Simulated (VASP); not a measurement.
Input of a VASP 6.6.1 run:

File INCAR:

```
SYSTEM = MgO
  ALGO = Normal
  EDIFF = 1E-6
  ENCUT = 520
  GGA = PS
  ISIF = 2
  ISMEAR = -1
  LASPH = .TRUE.
  LCHARG = .FALSE.
  LREAL = .FALSE.
  LWAVE = .FALSE.
  NBANDS = 11
  NELM = 100
  PREC = Accurate
  SIGMA = 0.05
```

KPOINTS

```
k-points
0
G
  11 11 11
  0 0 0
```

Contents of POSCAR:

```
MgO
1.0
    0.0000000000      2.0363458303      2.0363458303
    2.0363458303      0.0000000000      2.0363458303
    2.0363458303      2.0363458303      0.0000000000
Mg O
1 1
Direct
    0.0000000000      0.0000000000      0.0000000000
    0.5000000000      0.5000000000      0.5000000000
```

Potentials or basis: VASP PAW PBE potentials, release 64 (Mg, O).

Run with:

```bash
$ cat potpaw_PBE.64/Mg/POTCAR potpaw_PBE.64/O/POTCAR > POTCAR
$ mpirun -np 1 vasp_std > vasp.out
```

(1) Predict the band gap on the k mesh.

(2) Estimate the pressure.

Results:

(1) 5.67 eV, direct.

(2) 19.7 GPa.

Caveat: the PAW data sets were made with another functional, which shifts forces and pressure a little.
